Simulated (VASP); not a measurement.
# HfSnSe4 (P6/mmm) in VASP: notebook

HfSnSe4 is run at these levels: PBE; tasks: single point, relaxation of cell and atoms.

All numbers are computed with VASP 6.6.1; they aren't measurements. Logs are shortened: lines on timing, memory, paths and dates and some standing lists are left out, and cuts for length are marked.

## Step 1: The cell of the first run

It takes space group P6/mmm (No. 191, hexagonal). The conventional cell has a = 5.071 Å, b = 5.071 Å, c = 5.800 Å, α = 90.00°, β = 90.00°, γ = 120.00°. Within 3.8 Å of Hf (site symmetry 6/mmm) lie 2 Sn at 2.90 Å and 12 Se at 3.22 Å. Within 3.8 Å of Sn (site symmetry 6/mmm) lie 2 Hf at 2.90 Å and 12 Se at 3.31 Å. Se (site symmetry 3m) has 5 Se at 2.70 to 3.10 Å and 3 Hf at 3.22 Å and 3 Sn at 3.31 Å within 3.6 Å.

## Step 2: Single point, PBE

Input file INCAR:

```
SYSTEM = HfSnSe4
PREC     = Accurate       ! precision mode
ENCUT    = 520            ! plane-wave cutoff, eV
EDIFF    = 1E-6           ! SCF threshold, eV
ISMEAR   = 0              ! smearing method
SIGMA    = 0.1            ! smearing width, eV
LREAL    = .False.        ! projectors in reciprocal space
LASPH    = .True.         ! aspherical terms in the spheres
NELM     = 80             ! most SCF steps
ALGO     = Normal         ! electronic algorithm
ISIF     = 2              ! what is computed and relaxed
LWAVE    = .False.        ! write WAVECAR
LCHARG   = .False.        ! write CHGCAR
GGA      = PE             ! functional
NBANDS   = 33             ! bands
```

Input file KPOINTS:

```
Automatic mesh
0
Gamma
  6 6 2
  0 0 0
```

Input file POSCAR:

```
HfSnSe4
1.0
    5.0705632992     -0.0000000035      0.0000000000
   -2.5352816466      4.3912366303      0.0000000000
    0.0000000000      0.0000000000      5.7999992084
Hf Sn Se
1 1 4
Direct
    0.0000000000      0.0000000000      0.0000000000
    0.0000000000      0.0000000000      0.5000000000
    0.3333333333      0.6666666667      0.7672985744
    0.3333333333      0.6666666667      0.2327014256
    0.6666666667      0.3333333333      0.7672985744
    0.6666666667      0.3333333333      0.2327014256
```

Potentials or basis: VASP PAW PBE potentials, release 64 (Hf_pv, Sn_d, Se).

On the command line:

```bash
$ cat potpaw_PBE.64/Hf_pv/POTCAR potpaw_PBE.64/Sn_d/POTCAR potpaw_PBE.64/Se/POTCAR > POTCAR
$ mpirun -np 1 vasp_std > vasp.out
```

OUTCAR:

```text
SYSTEM = HfSnSe4
   PREC = Accurate
   ENCUT = 520
   EDIFF = 1E-6
   ISMEAR = 0
   LREAL = .False.
   LASPH = .True.
   NELM = 80
   ISIF = 2
   GGA = PE

 ion  position               nearest neighbor table
   1  0.000  0.000  0.000-   2 2.90   2 2.90   4 3.22   5 3.22   6 3.22   3 3.22   3 3.22   4 3.22
                             5 3.22   6 3.22   5 3.22   6 3.22   3 3.22   4 3.22
   2  0.000  0.000  0.500-   1 2.90   1 2.90
   3  0.333  0.667  0.767-   4 2.70   1 3.22   1 3.22   1 3.22
   4  0.333  0.667  0.233-   3 2.70   1 3.22   1 3.22   1 3.22
   5  0.667  0.333  0.767-   6 2.70   1 3.22   1 3.22   1 3.22
   6  0.667  0.333  0.233-   5 2.70   1 3.22   1 3.22   1 3.22

  LATTYP: Found a hexagonal cell.
 ALAT       =     5.0705632992
 C/A-ratio  =     1.1438569773

  Lattice vectors:

 A1 = (   5.0705632992,  -0.0000000035,   0.0000000000)
 A2 = (  -2.5352816466,   4.3912366303,   0.0000000000)
 A3 = (   0.0000000000,   0.0000000000,   5.7999992084)

Analysis of symmetry for initial positions (statically):
=====================================================================
 Subroutine PRICEL returns:
 Original cell was already a primitive cell.

 Routine SETGRP: Setting up the symmetry group for a
 hexagonal supercell.

 Subroutine GETGRP returns: Found 24 space group operations
 (whereof 24 operations were pure point group operations)
 out of a pool of 24 trial point group operations.

The static configuration has the point symmetry D_6h.

Analysis of symmetry for dynamics (positions and initial velocities):
=====================================================================
 Subroutine PRICEL returns:
 Original cell was already a primitive cell.

 Routine SETGRP: Setting up the symmetry group for a
 hexagonal supercell.

 Subroutine GETGRP returns: Found 24 space group operations
 (whereof 24 operations were pure point group operations)
 out of a pool of 24 trial point group operations.

The dynamic configuration has the point symmetry D_6h.

 Subroutine INISYM returns: Found 24 space group operations
 (whereof 24 operations are pure point group operations),
 and found     1 'primitive' translations

----------------------------------------------------------------------------------------

                                     Primitive cell

  volume of cell :     129.1430

  direct lattice vectors                    reciprocal lattice vectors
     5.070563299 -0.000000003  0.000000000     0.197216747  0.113863142  0.000000000
[... 86 lines left out ...]
   NSW    =      0    number of steps for IOM
   IBRION =     -1    ionic relax: 0-MD 1-quasi-New 2-CG
   NFREE  =      0    steps in history (QN), initial steepest desc. (CG)
   ISIF   =      2    stress and relaxation
   ISYM   =      2    0-nonsym 1-usesym 2-fastsym
   POTIM  = 0.5000    time-step for ionic-motion
   TEBEG  =    0.0;   TEEND  =   0.0 temperature during run
   PSTRESS=    0.0 pullay stress
   NELECT =      48.0000    total number of electrons
   NUPDOWN=      -1.0000    fix difference up-down
   EMIN   =  10.00;   EMAX   =-10.00  energy-range for DOS
   EFERMI =   0.00;   METHOD = LEGACY
   ISMEAR =     0;   SIGMA  =   0.10  broadening in eV -4-tet -1-fermi 0-gaus
   EFERMI_NEDOS =   21; number of points for ismear=-14 and -15
   IALGO  =     38    algorithm
   IMIX   =      4    mixing-type and parameters
     AMIX     =   0.40;   BMIX     =  1.00
     AMIX_MAG =   1.60;   BMIX_MAG =  1.00
  volume/ion in A,a.u.               =      21.52       145.25
  Fermi-wavevector in a.u.,A,eV,Ry     =   1.177059  2.224319 18.850436  1.385468
  Thomas-Fermi vector in A             =   2.313412
   LORBIT       =      0    0 simple, 1 ext, 2 COOP (PROOUT), +10 PAW based schemes
   GGA     = PE    functional components
   LHFCALC =     F    Hartree Fock is set to
   AEXX    =    0.0000 exact exchange contribution
   IVDW    =     0    specifies the selected vdW correction
   LEPSILON=     F    determine dielectric tensor
   LRPA    =     F    only Hartree local field effects (RPA)
 non-spin polarized calculation
 Gauss-broadening in eV      SIGMA  =   0.10
  energy-cutoff  :      520.00
  volume of cell :      129.14
 maximum number of plane-waves:      3513
 NGX is ok and might be reduce to    40
   NGX = 19   NGY = 19   NGZ = 21

 number of electron      47.9999992 magnetization

 Free energy of the ion-electron system (eV)
  ---------------------------------------------------
  ext. energy  EPLUGINS =         0.00000000
  ---------------------------------------------------
  free energy    TOTEN  =       -28.45750576 eV

  energy without entropy =      -28.45340445  energy(sigma->0) =      -28.45545510

 E-fermi :   6.6948     XC(G=0): -10.6723

 val. band max:        6.5232864520   @ k =   0.3333  -0.0000   0.5000
 cond. band min:       6.7689311436   @ k =   0.1667   0.0000   0.0000
 fundamental gap:      0.2456446916
 Fermi energy:         6.6948098619

 k-point     1 :       0.0000    0.0000    0.0000
  band No.  band energies     occupation
      1     -25.6535      2.00000
      2     -25.6535      2.00000
      3     -25.5391      2.00000
      4     -15.5089      2.00000
      5     -15.5089      2.00000
      6     -15.3838      2.00000
[... 493 lines left out ...]
     32      10.3269      0.00000
     33      10.3269      0.00000

------------------------ aborting loop because EDIFF is reached ----------------------------------------

  FORCE on cell =-STRESS in cart. coord.  units (eV):
  Direction    XX          YY          ZZ          XY          YZ          ZX
  --------------------------------------------------------------------------------------
  -------------------------------------------------------------------------------------
  Total       -0.0156293     -0.0156293     -0.1193634      0.0000000     -0.0000000      0.0000000
  in kB       -0.1939007     -0.1939007     -1.4808490      0.0000000     -0.0000000      0.0000000
  external PRESSURE =      -0.6228835 kB  Pullay stress =       0.0000000 kB

 VOLUME and BASIS-vectors are now :
 -----------------------------------------------------------------------------
  energy-cutoff  :      520.00
  volume of cell :      129.14
      direct lattice vectors                 reciprocal lattice vectors
     5.070563299 -0.000000003  0.000000000     0.197216747  0.113863142  0.000000000
    -2.535281647  4.391236630  0.000000000     0.000000000  0.227726284  0.000000000
     0.000000000  0.000000000  5.799999208     0.000000000  0.000000000  0.172413817

 POSITION                                       TOTAL-FORCE (eV/Angst)
 -----------------------------------------------------------------------------------
      0.00000      0.00000      0.00000         0.000000     -0.000000      0.000000
      0.00000      0.00000      2.90000         0.000000     -0.000000      0.000000
      0.00000      2.92749      4.45033         0.000000     -0.000000      0.004918
      0.00000      2.92749      1.34967         0.000000     -0.000000     -0.004918
      2.53528      1.46375      4.45033        -0.000000      0.000000      0.004918
      2.53528      1.46375      1.34967        -0.000000      0.000000     -0.004918
 -----------------------------------------------------------------------------------
    total drift:                                0.000000     -0.000000      0.000000

  FREE ENERGIE OF THE ION-ELECTRON SYSTEM (eV)
  ---------------------------------------------------
  free  energy   TOTEN  =       -28.4575057583 eV

  energy  without entropy=      -28.4534044516  energy(sigma->0) =      -28.45545510
```

OSZICAR:

```text
N       E                     dE             d eps       ncg     rms          rms(c)
DAV:   1     0.392926444309E+03    0.39293E+03   -0.21644E+04   942   0.156E+03
DAV:   2     0.266096411297E+02   -0.36632E+03   -0.34348E+03   948   0.409E+02
DAV:   3    -0.271143019770E+02   -0.53724E+02   -0.49261E+02  1166   0.126E+02
DAV:   4    -0.297208997956E+02   -0.26066E+01   -0.25724E+01  1119   0.281E+01
DAV:   5    -0.297816988662E+02   -0.60799E-01   -0.60584E-01  1222   0.455E+00    0.263E+01
DAV:   6    -0.285452715828E+02    0.12364E+01   -0.30125E+00  1083   0.633E+00    0.210E+01
DAV:   7    -0.284726791079E+02    0.72592E-01   -0.48652E-01  1095   0.315E+00    0.840E+00
DAV:   8    -0.284609896449E+02    0.11689E-01   -0.11212E-01  1132   0.151E+00    0.861E-01
DAV:   9    -0.284575020335E+02    0.34876E-02   -0.15079E-02  1135   0.612E-01    0.791E-01
DAV:  10    -0.284575471340E+02   -0.45100E-04   -0.18906E-03  1132   0.225E-01    0.821E-02
DAV:  11    -0.284575015456E+02    0.45588E-04   -0.31074E-04  1073   0.806E-02    0.112E-01
DAV:  12    -0.284575065226E+02   -0.49770E-05   -0.31448E-05  1154   0.288E-02    0.427E-02
DAV:  13    -0.284575057583E+02    0.76426E-06   -0.58201E-06  1071   0.117E-02
   1 F= -.28457506E+02 E0= -.28455455E+02  d E =-.410131E-02
```

stdout:

```text
POSCAR found type information on POSCAR HfSnSe
 POSCAR found :  3 types and       6 ions
 scaLAPACK will be used
 LDA part: xc-table for (Slater+PW92), standard interpolation
 POSCAR, INCAR and KPOINTS ok, starting setup
 FFT: planning ... GRIDC
 FFT: planning ... GRID_SOFT
 FFT: planning ... GRID
 WAVECAR not read
 entering main loop
```

Wall time 56 s (1 thread of Intel Xeon Platinum 8259CL at 2.50GHz (Skylake/Cascade Lake), shared host); peak memory 0.28 GiB.

Results:

```
Free energy            : -28.4575 eV
Pressure               : -0.1 GPa
Largest force          : 0.005 eV/Å
Band gap on the k mesh : zero (band 24 reaches 7.55 eV, above the bottom of band 25 at 4.81 eV)
```

Forces on the atoms (eV/Å):
```
Hf   0.000  0.000  0.000
Sn   0.000  0.000  0.000
Se   0.000  0.000  0.005
Se   0.000  0.000 -0.005
Se   0.000  0.000  0.005
Se   0.000  0.000 -0.005
```

Stress tensor (GPa, compression positive):
```
-0.02  0.00  0.00
 0.00 -0.02  0.00
 0.00  0.00 -0.15
```

Levels at points of the mesh, in eV from the Fermi level:
```tsv
k point	band 21	band 22	band 23	band 24	band 25	band 26	band 27	band 28
(0.00, 0.00, 0.00)	-3.52	-2.14	-2.14	-0.47	1.21	1.21	1.23	1.78
(0.50, 0.00, 0.00)	-1.76	-0.67	0.45	0.85	0.91	1.18	1.32	1.61
(0.00, 0.00, 0.50)	-2.84	-2.32	-2.23	-2.23	-1.88	-0.31	2.00	2.00
(0.50, 0.00, 0.50)	-1.68	-1.58	-1.55	-1.44	-1.09	0.28	1.11	1.11
```

Caveat: the k points lie up to 0.54 Å⁻¹ apart; spin-orbit coupling is left out, which moves the levels of the heavy elements.

(Part 1 of 2 ends here.)
